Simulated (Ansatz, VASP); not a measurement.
## HPt6: VASP beside Ansatz

```
Pt H
1.0
     5.61433    0.00000    0.00000
     0.00000    5.61433    0.00000
     0.00000    0.00000   21.85138
Pt H
12 2
Direct
  0.25000 0.25000 0.18305
  0.25000 0.75000 0.18305
  0.75000 0.25000 0.18305
  0.75000 0.75000 0.18305
  0.00000 0.00000 0.27121
  0.00000 0.50000 0.27121
  0.50000 0.00000 0.27121
  0.50000 0.50000 0.27121
  0.25000 0.25000 0.35931
  0.25000 0.75000 0.35931
  0.75000 0.25000 0.35931
  0.75000 0.75000 0.35931
  0.76400 0.00000 0.39455
  0.23600 0.00000 0.39455
```

Alike in both runs: task single point; functional PBE; k mesh 5 × 5 × 1; occupations gaussian, width 0.1 eV; no spin polarisation.

```csv
,VASP,Ansatz
version,VASP 6.6.1,Ansatz 0.2.0
potentials or method,"VASP PAW PBE potentials, release 64 (Pt, H), cutoff 520 eV","scalar-relativistic, plane waves, PAW"
valence electrons in the cell,122,218
```

Ansatz gave:

| Quantity | Value |
| --- | --- |
| gap on the k mesh at the Fermi level (eV) | none |
| rms of the force components (eV/Å) | 0.742 |

Q: What did VASP give for the same quantities?

A: gap on the k mesh at the Fermi level (eV): none; rms of the force components (eV/Å): 0.762.

Atom by atom the forces differ by 0.022 eV/Å (rms over components). A gap of «none» marks a metal or a gap that the smearing closes. VASP's potentials hold 122 valence electrons a cell and Ansatz's 218, so a difference there can come from the potentials and not from the codes.

Spin-orbit coupling is off throughout.
